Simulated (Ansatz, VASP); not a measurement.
## One calculation of CuF3, two programs

Contents of INCAR:

```
SYSTEM = CuF3
  PREC = Accurate
  ENCUT = 600
  EDIFF = 1E-6
  ISMEAR = 0
  SIGMA = 0.05
  LREAL = .FALSE.
  LASPH = .TRUE.
  NELM = 200
  ALGO = Normal
  ISIF = 2
  LWAVE = .FALSE.
  LCHARG = .FALSE.
  ISPIN = 2
  MAGMOM = 0.98 0.1 0.06 0.1
  LORBIT = 11
  LMAXMIX = 4
  LDAU = .TRUE.
  LDAUTYPE = 1
  LDAUL = 2 -1
  LDAUU = 8 0
  LDAUJ = 0.5 0
  LDAUPRINT = 1
  GGA = PE
  NBANDS = 28
  GGA_COMPAT = .FALSE.
```

File KPOINTS:

```
Automatic mesh
0
G
  5 5 5
  0 0 0
```

POSCAR

```
CuF3
1.0
    3.7647689300      0.0000000000      0.0000000000
    0.0000000000      3.7647689300      0.0000000000
    0.0000000000      0.0000000000      3.7647689300
Cu F
1 3
Direct
    0.0000000000      0.0000000000      0.0000000000
    0.5000000000      0.0000000000      0.0000000000
    0.0000000000      0.0000000000      0.5000000000
    0.0000000000      0.5000000000      0.0000000000
```

Input for Ansatz:

```yaml
crystal:
  lattice:
    - [3.76476893, 0.0, 0.0]
    - [0.0, 3.76476893, 0.0]
    - [0.0, 0.0, 3.76476893]
  atoms:
    - { symbol: Cu, position: [0.0, 0.0, 0.0], spin: 2.0 }
    - { symbol: F, position: [0.5, 0.0, 0.0] }
    - { symbol: F, position: [0.0, 0.0, 0.5] }
    - { symbol: F, position: [0.0, 0.5, 0.0] }
basis:
  ecutwfc: 420
  ecutrho_ratio: 4
kpoints:
  mp_grid: { grid: [5, 5, 5] }
hamiltonian:
  xc: pbe
  hubbard:
    sites:
      - { site: 0, l: d, u: 8.0, j: 0.5, starting_ns: [{ spin: up, occupation_matrix: s0up }, { spin: down, occupation_matrix: s0down }] }
    occupation_matrices:
      s0up:
        matrix:
          - [0.97, 0.0, 0.0, 0.0, 0.0]
          - [0.0, 0.97, 0.0, 0.0, 0.0]
          - [0.0, 0.0, 0.97, 0.0, 0.0]
          - [0.0, 0.0, 0.0, 0.97, 0.0]
          - [0.0, 0.0, 0.0, 0.0, 0.97]
      s0down:
        matrix:
          - [0.73413, 0.0, 0.0, 0.0, 0.41042]
          - [0.0, 0.25587, 0.41042, 0.0, 0.0]
          - [0.0, 0.41042, 0.73413, 0.0, 0.0]
          - [0.0, 0.0, 0.0, 0.97, 0.0]
          - [0.41042, 0.0, 0.0, 0.0, 0.25587]
    ns_hold: { iters: 5 }
scf:
  occupations: { method: gaussian, width: 0.05 }
  lower_state_search: "off"
  max_iter: 150
output:
  forces: true
  stress: true
  eigenvalues: true
  populations: true
  hubbard: { sites: [{ site: 0, l: d }] }
magnetization:
  spin_polarized: true
```

Alike in both runs: task single point; functional PBE; k mesh 5 × 5 × 5; occupations gaussian, width 0.05 eV; collinear spin; Hubbard terms Cu d U = 8.0 eV, J = 0.5 eV.

```csv
,VASP,Ansatz
version,VASP 6.6.1,Ansatz 0.2.0
potentials or method,"VASP PAW PBE potentials, release 64 (Cu, F), cutoff 600 eV","scalar-relativistic, plane waves, PAW"
valence electrons in the cell,32,40
```

Ansatz gave:

```
gap on the k mesh at the Fermi level (eV)                     : none
pressure (GPa)                                                : 6.4
traceless stress, the component that is largest in VASP (GPa) : -3.22
net moment per atom (μB)                                      : 0.29
size of the moment on the site where the two differ most (μB) : 0.89
```

Which values does VASP return?

gap on the k mesh at the Fermi level (eV): none; pressure (GPa): 0.9; traceless stress, the component that is largest in VASP (GPa): 0.00; net moment per atom (μB): 0.50; size of the moment on the site where the two differ most (μB): 1.32.

The net moments are unlike, so the other rows may belong to different states. Site moments also hang on the region over which each program counts them. The programs project onto different local orbitals, so the same U acts differently, and such runs can settle in different states. A gap of «none» marks a metal or a gap that the smearing closes. VASP's potentials hold 32 valence electrons a cell and Ansatz's 40, so a difference there can come from the potentials and not from the codes. Ansatz's warnings: filled band counts differ across k points, specified occupation not kept, symmetry narrowed by occupation matrices.
